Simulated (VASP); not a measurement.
Wanted: the native input for a VASP 6.6.1 run.

* Task: single point
* Functional: PBEsol
* Potentials or basis: VASP PAW PBE potentials, release 64 (Cs_sv)
* Cutoff: 520 eV
* k mesh: 10 × 10 × 10
* Occupations: gaussian, width 0.1 eV
* Spin: no spin polarisation
* Dipole correction: no
* Further INCAR settings: ALGO = Normal; EDIFF = 1e-06; NBANDS = 10

The structure of Cs lies in POSCAR:

```
Cs
1.0
   -2.9748119644      2.9748119644      2.9748119644
    2.9748119644     -2.9748119644      2.9748119644
    2.9748119644      2.9748119644     -2.9748119644
Cs
1
Direct
    0.0000000000      0.0000000000      0.0000000000
```

This cell differs from its parent crystal: volume scaled by 0.97.

The input as run:

INCAR

```
SYSTEM = Cs
ALGO = Normal
EDIFF = 1E-6
ENCUT = 520
GGA = PS
ISIF = 2
ISMEAR = 0
LASPH = .True.
LCHARG = .False.
LREAL = .False.
LWAVE = .False.
NBANDS = 10
NELM = 80
PREC = Accurate
SIGMA = 0.1
```

KPOINTS

```
k-points
0
Gamma
  10 10 10
  0 0 0
```

Potentials or basis: VASP PAW PBE potentials, release 64 (Cs_sv).

Command:

```sh
$ cat potpaw_PBE.64/Cs_sv/POTCAR > POTCAR
$ mpirun -np 1 vasp_std > vasp.out
```

It gave:

```
Pressure : 0.1 GPa
```

Caveat: the PAW data sets were made with another functional, which shifts forces and pressure a little.

Run time: 22 s on 1 thread of Intel(R) Xeon(R) Platinum 8488C (Sapphire Rapids), with other jobs on the host, peak memory 0.24 GiB.
